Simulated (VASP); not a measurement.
# LiNbO3 (R3c) in VASP: notebook

The runs below take LiNbO3 through single point, with PBE.

Everything below comes from runs of VASP 6.6.1. Logs are shortened: lines on timing, memory, paths and dates and some standing lists are left out, and cuts for length are marked.

## Step 1: The cell of the first run

It takes space group R3c (No. 161, trigonal). Conventional cell: a = 5.302 Å, b = 5.302 Å, c = 13.646 Å, α = 90.00°, β = 90.00°, γ = 120.00°. Within 2.8 Å of Li (site symmetry 3) lie 6 O at 2.12 to 2.26 Å. Nb (site symmetry 3) has 6 O at 1.91 to 2.16 Å within 2.5 Å. O (site symmetry 1) has 2 Nb at 1.91 to 2.16 Å and 2 Li at 2.12 to 2.26 Å within 2.5 Å.

## Step 2: Single point, PBE (volume 11.073 Å^3 an atom, c/a of the conventional cell 2.5737)

Input file INCAR:

```
SYSTEM = LiNbO3
  ALGO = Normal
  EDIFF = 1E-7
  ENCUT = 520
  GGA = PE
  ISIF = 2
  ISMEAR = 0
  LASPH = .TRUE.
  LCHARG = .FALSE.
  LREAL = .FALSE.
  LWAVE = .FALSE.
  NBANDS = 45
  NELM = 60
  PREC = Accurate
  SIGMA = 0.05
```

Input file KPOINTS:

```
k-points
0
G
  6 6 6
  0 0 0
```

Input file POSCAR:

```
LiNbO3
1.0
    2.6509569258      1.5305306947      4.5485118933
   -2.6509569258      1.5305306947      4.5485118933
    0.0000000000     -3.0610613894      4.5485118933
Li Nb O
2 2 6
Direct
    0.2815913687      0.2815913687      0.2815913687
    0.7815913687      0.7815913687      0.7815913687
    0.0004900497      0.0004900497      0.0004900497
    0.5004900497      0.5004900497      0.5004900497
    0.1104619503      0.3580262714      0.7211003599
    0.7211003599      0.1104619503      0.3580262714
    0.3580262714      0.7211003599      0.1104619503
    0.2211003599      0.8580262714      0.6104619503
    0.8580262714      0.6104619503      0.2211003599
    0.6104619503      0.2211003599      0.8580262714
```

Potentials or basis: VASP PAW PBE potentials, release 64 (Li_sv, Nb_sv, O).

On the command line:

```console
> cat potpaw_PBE.64/Li_sv/POTCAR potpaw_PBE.64/Nb_sv/POTCAR potpaw_PBE.64/O/POTCAR > POTCAR
> mpirun -np 1 vasp_std > vasp.out
```

OUTCAR:

```text
SYSTEM = LiNbO3
   EDIFF = 1E-7
   ENCUT = 520
   GGA = PE
   ISIF = 2
   ISMEAR = 0
   LASPH = .TRUE.
   LREAL = .FALSE.
   NELM = 60
   PREC = Accurate

 ion  position               nearest neighbor table
   1  0.282  0.282  0.282-   8 2.12  10 2.12   9 2.12   5 2.26   7 2.26   6 2.26
   2  0.782  0.782  0.782-   7 2.12   6 2.12   5 2.12   9 2.26   8 2.26  10 2.26
   3  0.000  0.000  0.000-   5 1.91   6 1.91   7 1.91   9 2.16   8 2.16  10 2.16
   4  0.500  0.500  0.500-   9 1.91  10 1.91   8 1.91   5 2.16   7 2.16   6 2.16
   5  0.110  0.358  0.721-   3 1.91   2 2.12   4 2.16   1 2.26
   6  0.721  0.110  0.358-   3 1.91   2 2.12   4 2.16   1 2.26
   7  0.358  0.721  0.110-   3 1.91   2 2.12   4 2.16   1 2.26
   8  0.221  0.858  0.610-   4 1.91   1 2.12   3 2.16   2 2.26
   9  0.858  0.610  0.221-   4 1.91   1 2.12   3 2.16   2 2.26
  10  0.610  0.221  0.858-   4 1.91   1 2.12   3 2.16   2 2.26

  LATTYP: Found a trigonal (rhomboedric) cell.
 ALAT       =     5.4826140912
 COS(alpha) =     0.5324156338

  Lattice vectors:

 A1 = (   2.6509569258,   1.5305306947,   4.5485118933)
 A2 = (  -2.6509569258,   1.5305306947,   4.5485118933)
 A3 = (   0.0000000000,  -3.0610613894,   4.5485118933)

Analysis of symmetry for initial positions (statically):
=====================================================================
 Subroutine PRICEL returns:
 Original cell was already a primitive cell.

 Routine SETGRP: Setting up the symmetry group for a
 trigonal (rhombohedral) supercell.

 Subroutine GETGRP returns: Found  6 space group operations
 (whereof  3 operations were pure point group operations)
 out of a pool of 12 trial point group operations.

The static configuration has the point symmetry C_3 .
 The point group associated with its full space group is C_3v.

Analysis of symmetry for dynamics (positions and initial velocities):
=====================================================================
 Subroutine PRICEL returns:
 Original cell was already a primitive cell.

 Routine SETGRP: Setting up the symmetry group for a
 trigonal (rhombohedral) supercell.

 Subroutine GETGRP returns: Found  6 space group operations
 (whereof  3 operations were pure point group operations)
 out of a pool of 12 trial point group operations.

The dynamic configuration has the point symmetry C_3 .
 The point group associated with its full space group is C_3v.

 Subroutine INISYM returns: Found  6 space group operations
 (whereof  3 operations are pure point group operations),
[... 121 lines left out ...]
   TEBEG  =    0.0;   TEEND  =   0.0 temperature during run
   PSTRESS=    0.0 pullay stress
   NELECT =      68.0000    total number of electrons
   NUPDOWN=      -1.0000    fix difference up-down
   EMIN   =  10.00;   EMAX   =-10.00  energy-range for DOS
   EFERMI =   0.00;   METHOD = LEGACY
   ISMEAR =     0;   SIGMA  =   0.05  broadening in eV -4-tet -1-fermi 0-gaus
   EFERMI_NEDOS =   21; number of points for ismear=-14 and -15
   IALGO  =     38    algorithm
   IMIX   =      4    mixing-type and parameters
     AMIX     =   0.40;   BMIX     =  1.00
     AMIX_MAG =   1.60;   BMIX_MAG =  1.00
  volume/ion in A,a.u.               =      11.07        74.72
  Fermi-wavevector in a.u.,A,eV,Ry     =   1.391520  2.629591 26.345330  1.936327
  Thomas-Fermi vector in A             =   2.515351
   LORBIT       =      0    0 simple, 1 ext, 2 COOP (PROOUT), +10 PAW based schemes
   GGA     = PE    functional components
   LHFCALC =     F    Hartree Fock is set to
   AEXX    =    0.0000 exact exchange contribution
   IVDW    =     0    specifies the selected vdW correction
   LEPSILON=     F    determine dielectric tensor
   LRPA    =     F    only Hartree local field effects (RPA)
 non-spin polarized calculation
 Gauss-broadening in eV      SIGMA  =   0.05
  energy-cutoff  :      520.00
  volume of cell :      110.73
 maximum number of plane-waves:      2994
 NGX is ok and might be reduce to    42
   NGX = 21   NGY = 21   NGZ = 21

 number of electron      68.0000014 magnetization

 Free energy of the ion-electron system (eV)
  ---------------------------------------------------
  ext. energy  EPLUGINS =         0.00000000
  ---------------------------------------------------
  free energy    TOTEN  =       -79.92723100 eV

  energy without entropy =      -79.92723100  energy(sigma->0) =      -79.92723100

 E-fermi :   3.5341     XC(G=0): -10.5952

 val. band max:        3.1916702537   @ k =   0.1667   0.1667   0.1667
 cond. band min:       6.6124482455   @ k =   0.5000   0.3333   0.0000
 fundamental gap:      3.4207779918
 Fermi energy:         3.5341138978

 k-point     1 :       0.0000    0.0000    0.0000
  band No.  band energies     occupation
      1     -51.1486      2.00000
      2     -51.1362      2.00000
      3     -39.5430      2.00000
      4     -39.5410      2.00000
      5     -27.3726      2.00000
      6     -27.3726      2.00000
[... 1141 lines left out ...]
     44      12.3339      0.00000
     45      13.2756      0.00000

 [... further k-points ...]

------------------------ aborting loop because EDIFF is reached ----------------------------------------

  FORCE on cell =-STRESS in cart. coord.  units (eV):
  Direction    XX          YY          ZZ          XY          YZ          ZX
  --------------------------------------------------------------------------------------
  -------------------------------------------------------------------------------------
  Total       -4.9290619     -4.9290619      0.8169362      0.0000000      0.0000000      0.0000000
  in kB      -71.3197076    -71.3197076     11.8204336      0.0000000      0.0000000      0.0000000
  external PRESSURE =     -43.6063272 kB  Pullay stress =       0.0000000 kB

 VOLUME and BASIS-vectors are now :
 -----------------------------------------------------------------------------
  energy-cutoff  :      520.00
  volume of cell :      110.73
      direct lattice vectors                 reciprocal lattice vectors
     2.650956926  1.530530695  4.548511893     0.188611137  0.108894691  0.073284041
    -2.650956926  1.530530695  4.548511893    -0.188611137  0.108894691  0.073284041
     0.000000000 -3.061061389  4.548511893     0.000000000 -0.217789381  0.073284041

 POSITION                                       TOTAL-FORCE (eV/Angst)
 -----------------------------------------------------------------------------------
      0.00000      0.00000      3.84247        -0.000000      0.000000     -0.068899
      0.00000      0.00000     10.66523        -0.000000     -0.000000     -0.068899
      0.00000      0.00000      0.00669        -0.000000     -0.000000      0.222683
      0.00000      0.00000      6.82945        -0.000000      0.000000      0.222683
     -0.65628     -1.49030      5.41086         0.282004     -0.208562     -0.051261
      1.61878      0.17679      5.41086         0.039618      0.348503     -0.051261
     -0.96249      1.31351      5.41086        -0.321622     -0.139941     -0.051261
     -1.68846     -0.21703      7.68511         0.321622     -0.139941     -0.051261
      0.65628      1.57076      7.68511        -0.282004     -0.208562     -0.051261
      1.03218     -1.35374      7.68511        -0.039618      0.348503     -0.051261
 -----------------------------------------------------------------------------------
    total drift:                                0.000000     -0.000001      0.000435

  FREE ENERGIE OF THE ION-ELECTRON SYSTEM (eV)
  ---------------------------------------------------
  free  energy   TOTEN  =       -79.9272310030 eV

  energy  without entropy=      -79.9272310030  energy(sigma->0) =      -79.92723100
```

It took 1.8 min on 1 thread of Intel Xeon 6975P-C (Granite Rapids), shared host; peak memory 0.32 GiB.

Results:

- Free energy: -79.9272 eV
- Largest force: 0.354 eV/Å
- Band gap on the k mesh: 3.42 eV, indirect (least direct gap 3.49 eV)

Forces on the atoms (eV/Å):
```
Li   0.000  0.000 -0.069
Li   0.000  0.000 -0.069
Nb   0.000  0.000  0.223
Nb   0.000  0.000  0.223
O    0.282 -0.209 -0.051
O    0.040  0.349 -0.051
O   -0.322 -0.140 -0.051
O    0.322 -0.140 -0.051
O   -0.282 -0.209 -0.051
O   -0.040  0.349 -0.051
```

Caveat: the cutoff is under 1.25 times the usual one of these potentials, so pressure, stress and relaxed cells hold a basis-set (Pulay) error. A k mesh can miss the band edges.

## Step 3: Single point, PBE (volume 11.073 Å^3 an atom, c/a of the conventional cell 2.4925)

Input file INCAR:

```
PREC = Accurate ; ENCUT = 520
EDIFF = 1E-7 ; ISMEAR = 0
SIGMA = 0.05 ; LREAL = False
LASPH = True ; NELM = 60
ALGO = Normal ; ISIF = 2
LWAVE = False ; LCHARG = False
GGA = PE ; NBANDS = 45
```

Input file KPOINTS:

```
Automatic mesh
0
Gamma
  6 6 6
```

Changes to POSCAR since step 2:

```diff
@@ -2,5 +2,5 @@
 1.0
-    2.6509569258      1.5305306947      4.5485118933
-   -2.6509569258      1.5305306947      4.5485118933
-    0.0000000000     -3.0610613894      4.5485118933
+    2.6794372435      1.5469738138      4.4523315529
+   -2.6794372435      1.5469738138      4.4523315529
+    0.0000000000     -3.0939476276      4.4523315529
 Li Nb O
```

Potentials or basis: VASP PAW PBE potentials, release 64 (Li_sv, Nb_sv, O).

On the command line:

```console
> cat potpaw_PBE.64/Li_sv/POTCAR potpaw_PBE.64/Nb_sv/POTCAR potpaw_PBE.64/O/POTCAR > POTCAR
> mpirun -np 1 vasp_std > vasp.out
```

OUTCAR:

```text
PREC = Accurate
   ENCUT = 520
   EDIFF = 1E-7
   ISMEAR = 0
   LREAL = False
   LASPH = True
   NELM = 60
   ISIF = 2
   GGA = PE

 ion  position               nearest neighbor table
   1  0.282  0.282  0.282-   8 2.13  10 2.13   9 2.13   5 2.25   7 2.25   6 2.25
   2  0.782  0.782  0.782-   7 2.13   6 2.13   5 2.13   9 2.25   8 2.25  10 2.25
   3  0.000  0.000  0.000-   5 1.91   6 1.91   7 1.91   9 2.15   8 2.15  10 2.15
   4  0.500  0.500  0.500-   9 1.91  10 1.91   8 1.91   5 2.15   7 2.15   6 2.15
   5  0.110  0.358  0.721-   3 1.91   2 2.13   4 2.15   1 2.25
   6  0.721  0.110  0.358-   3 1.91   2 2.13   4 2.15   1 2.25
   7  0.358  0.721  0.110-   3 1.91   2 2.13   4 2.15   1 2.25
   8  0.221  0.858  0.610-   4 1.91   1 2.13   3 2.15   2 2.25
   9  0.858  0.610  0.221-   4 1.91   1 2.13   3 2.15   2 2.25
  10  0.610  0.221  0.858-   4 1.91   1 2.13   3 2.15   2 2.25

  LATTYP: Found a trigonal (rhomboedric) cell.
 ALAT       =     5.4217864380
 COS(alpha) =     0.5115362254

[... 206 lines left out ...]
  band No.  band energies     occupation
      1     -51.1672      2.00000
      2     -51.1548      2.00000
      3     -39.5690      2.00000
      4     -39.5669      2.00000
      5     -27.3764      2.00000
      6     -27.3764      2.00000
[... 1141 lines left out ...]
     44      12.3147      0.00000
     45      13.2337      0.00000

 [... further k-points ...]

------------------------ aborting loop because EDIFF is reached ----------------------------------------

  FORCE on cell =-STRESS in cart. coord.  units (eV):
  Direction    XX          YY          ZZ          XY          YZ          ZX
  --------------------------------------------------------------------------------------
  -------------------------------------------------------------------------------------
  Total       -6.6231658     -6.6231658      2.7235286     -0.0000000     -0.0000000      0.0000000
  in kB      -95.8320794    -95.8320794     39.4073486     -0.0000000     -0.0000000      0.0000000
  external PRESSURE =     -50.7522700 kB  Pullay stress =       0.0000000 kB

 VOLUME and BASIS-vectors are now :
 -----------------------------------------------------------------------------
  energy-cutoff  :      520.00
  volume of cell :      110.73
      direct lattice vectors                 reciprocal lattice vectors
     2.679437243  1.546973814  4.452331553     0.186606348  0.107737226  0.074867141
    -2.679437243  1.546973814  4.452331553    -0.186606348  0.107737226  0.074867141
     0.000000000 -3.093947628  4.452331553     0.000000000 -0.215474451  0.074867141

 POSITION                                       TOTAL-FORCE (eV/Angst)
 -----------------------------------------------------------------------------------
      0.00000      0.00000      3.76121        -0.000000      0.000000     -0.135423
      0.00000      0.00000     10.43971        -0.000000      0.000000     -0.135423
      0.00000      0.00000      0.00655        -0.000000      0.000000      0.310980
      0.00000      0.00000      6.68504        -0.000000      0.000000      0.310980
     -0.66333     -1.50631      5.29644         0.379726     -0.249316     -0.058519
      1.63617      0.17869      5.29644         0.026051      0.453511     -0.058519
     -0.97283      1.32762      5.29644        -0.405777     -0.204195     -0.058519
     -1.70660     -0.21936      7.52261         0.405777     -0.204195     -0.058519
      0.66333      1.58764      7.52261        -0.379726     -0.249316     -0.058519
      1.04327     -1.36828      7.52261        -0.026051      0.453511     -0.058519
 -----------------------------------------------------------------------------------
    total drift:                               -0.000000     -0.000000      0.000993

  FREE ENERGIE OF THE ION-ELECTRON SYSTEM (eV)
  ---------------------------------------------------
  free  energy   TOTEN  =       -79.7659095082 eV

  energy  without entropy=      -79.7659095082  energy(sigma->0) =      -79.76590951
```

OSZICAR:

```text
N       E                     dE             d eps       ncg     rms          rms(c)
DAV:   1     0.722235411610E+03    0.72224E+03   -0.36652E+04  2880   0.159E+03
DAV:   2    -0.312541455289E+02   -0.75349E+03   -0.72830E+03  3679   0.539E+02
DAV:   3    -0.927493894373E+02   -0.61495E+02   -0.60934E+02  4248   0.143E+02
DAV:   4    -0.980056549465E+02   -0.52563E+01   -0.52411E+01  5136   0.385E+01
DAV:   5    -0.982935849962E+02   -0.28793E+00   -0.28781E+00  4339   0.627E+00    0.267E+01
DAV:   6    -0.800095958708E+02    0.18284E+02   -0.81568E+01  4032   0.530E+01    0.975E+00
DAV:   7    -0.797839386443E+02    0.22566E+00   -0.86714E+00  4496   0.168E+01    0.523E+00
DAV:   8    -0.797792765892E+02    0.46621E-02   -0.97975E-01  4800   0.695E+00    0.207E+00
DAV:   9    -0.797617334942E+02    0.17543E-01   -0.19774E-01  4068   0.340E+00    0.102E+00
DAV:  10    -0.797663218091E+02   -0.45883E-02   -0.46027E-02  3912   0.160E+00    0.223E-01
DAV:  11    -0.797657644363E+02    0.55737E-03   -0.41777E-03  4321   0.477E-01    0.415E-02
DAV:  12    -0.797659262757E+02   -0.16184E-03   -0.48796E-04  4240   0.141E-01    0.354E-02
DAV:  13    -0.797659103282E+02    0.15947E-04   -0.16370E-04  4963   0.850E-02    0.208E-02
DAV:  14    -0.797659115887E+02   -0.12605E-05   -0.20677E-05  4200   0.403E-02    0.839E-03
DAV:  15    -0.797659095448E+02    0.20439E-05   -0.44114E-06  4028   0.174E-02    0.151E-03
DAV:  16    -0.797659094210E+02    0.12385E-06   -0.61937E-07  4115   0.395E-03    0.130E-03
DAV:  17    -0.797659095082E+02   -0.87250E-07   -0.82376E-08  1966   0.264E-03
   1 F= -.79765910E+02 E0= -.79765910E+02  d E =-.425358E-20
```

It took 88 s on 1 thread of Intel Xeon 6975P-C (Granite Rapids), shared host; peak memory 0.31 GiB.

Results:

* Free energy: -79.7659 eV
* Largest force: 0.458 eV/Å
* Band gap on the k mesh: 3.35 eV, indirect (least direct gap 3.42 eV)

Forces in eV/Å, atoms in the order of the input:
```
Li   0.000  0.000 -0.135
Li   0.000  0.000 -0.135
Nb   0.000  0.000  0.311
Nb   0.000  0.000  0.311
O    0.380 -0.249 -0.059
O    0.026  0.454 -0.059
O   -0.406 -0.204 -0.059
O    0.406 -0.204 -0.059
O   -0.380 -0.249 -0.059
O   -0.026  0.454 -0.059
```

Levels at points of the mesh, in eV from the valence-band top:
```tsv
k point	band 30	band 31	band 32	band 33	band 34	band 35	band 36	band 37	band 38	band 39
(0.00, 0.00, 0.00)	-0.54	-0.45	-0.32	-0.03	-0.03	3.43	3.43	3.60	4.83	4.83
(0.50, 0.00, 0.00)	-0.32	-0.22	-0.22	-0.12	-0.12	3.66	3.66	4.40	4.40	4.64
(0.50, 0.50, 0.00)	-1.00	-0.70	-0.52	-0.44	-0.21	3.44	3.89	4.30	4.42	4.92
(0.50, 0.50, 0.50)	-0.55	-0.37	-0.37	-0.37	-0.37	4.16	4.16	4.54	4.54	4.54
```

Caveat: the cutoff is under 1.25 times the usual one of these potentials, so pressure, stress and relaxed cells hold a basis-set (Pulay) error. A k mesh can miss the band edges.

(Part 1 of 2 ends here.)
